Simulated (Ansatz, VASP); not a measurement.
BeTe: VASP beside Ansatz

```xyz
2
Lattice="0.0000 2.8318 2.8318 2.8318 0.0000 2.8318 2.8318 2.8318 0.0000" Properties=species:S:1:pos:R:3 pbc="T T T"
Be    2.8318    2.8318    2.8318
Te    4.2477    4.2477    4.2477
```

Alike in both runs: task single point; functional HSE06; k mesh 6 × 6 × 6; occupations gaussian, width 0.02 eV; no spin polarisation.

```csv
,VASP,Ansatz
version,VASP 6.6.1,Ansatz 0.2.0
potentials or method,"VASP PAW PBE potentials, release 64 (Be, Te), cutoff 520 eV","scalar-relativistic, plane waves, PAW"
valence electrons in the cell,8,18
```

```tsv
	VASP	Ansatz	Ansatz less VASP
gap on the k mesh at the Fermi level (eV)	2.68	2.70	+0.022
least direct gap on the mesh (eV)	4.46	4.49	+0.020
pressure (GPa)	-1.1	-1.0	+0.12
```

With one functional, cell and mesh, what is left measures potentials, basis and numerics. VASP's potentials hold 8 valence electrons a cell and Ansatz's 18, so a difference there can come from the potentials and not from the codes. Ansatz's warnings: stress exchange threshold loose, stress scf threshold loose.

Neither program's run includes spin-orbit coupling.
